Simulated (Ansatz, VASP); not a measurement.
## Be3Ag: VASP beside Ansatz

Contents of INCAR:

```
PREC     = Accurate       # precision mode
ENCUT    = 600            # plane-wave cutoff, eV
EDIFF    = 1E-6           # SCF threshold, eV
ISMEAR   = 0              # smearing method
SIGMA    = 0.1            # smearing width, eV
LREAL    = False          # projectors in reciprocal space
LASPH    = True           # aspherical terms in the spheres
NELM     = 100            # most SCF steps
ALGO     = Normal         # electronic algorithm
ISIF     = 3              # what is computed and relaxed
LWAVE    = False          # write WAVECAR
LCHARG   = False          # write CHGCAR
GGA      = PE             # functional
IBRION   = 2              # ionic algorithm
NSW      = 100            # ionic steps
EDIFFG   = -0.01          # ionic threshold
```

File KPOINTS:

```
Automatic mesh
0
Gamma
  14 14 14
```

File POSCAR:

```
Be3Ag
1.0
    3.4576985809      0.0000000000      0.0000000000
    0.0000000000      3.4576985809      0.0000000000
    0.0000000000      0.0000000000      3.4576985809
Be Ag
3 1
Direct
    0.0000000000      0.5000000000      0.5000000000
    0.5000000000      0.0000000000      0.5000000000
    0.5000000000      0.5000000000      0.0000000000
    0.0000000000      0.0000000000      0.0000000000
```

Input for Ansatz:

```yaml
crystal:
  lattice:
    - [3.4576985809, 0.0, 0.0]
    - [0.0, 3.4576985809, 0.0]
    - [0.0, 0.0, 3.4576985809]
  atoms:
    - { symbol: Be, position: [0.0, 0.5, 0.5] }
    - { symbol: Be, position: [0.5, 0.0, 0.5] }
    - { symbol: Be, position: [0.5, 0.5, 0.0] }
    - { symbol: Ag, position: [0.0, 0.0, 0.0] }
basis:
  ecutwfc: 420
kpoints:
  mp_grid: { grid: [14, 14, 14] }
hamiltonian:
  xc: pbe
scf:
  occupations: { method: gaussian, width: 0.1 }
output:
  forces: true
  stress: true
  eigenvalues: true
relax:
  adjacent_minimum: "off"
  f_tol: 0.01
  max_steps: 80
  cell: { stress_tol: 0.05 }
```

Alike in both runs: task relaxation of cell and atoms; functional PBE; k mesh 14 × 14 × 14; occupations gaussian, width 0.1 eV; no spin polarisation.

```csv
,VASP,Ansatz
version,VASP 6.6.1,Ansatz 0.2.0
potentials or method,"VASP PAW PBE potentials, release 64 (Be, Ag), cutoff 600 eV","scalar-relativistic, plane waves, PAW"
valence electrons in the cell,17,25
```

VASP gave:

```
gap on the k mesh at the Fermi level, each at its own relaxed structure (eV) : none
relaxed volume (Å³/atom)                                                     : 10.59
relaxed cell length with the largest relative difference (Å)                 : 3.486
```

Q: Which values does Ansatz return?

A: gap on the k mesh at the Fermi level, each at its own relaxed structure (eV): none; relaxed volume (Å³/atom): 10.60; relaxed cell length with the largest relative difference (Å): 3.487.

A gap of «none» marks a metal or a gap that the smearing closes. VASP's potentials hold 17 valence electrons a cell and Ansatz's 25, so a difference there can come from the potentials and not from the codes.
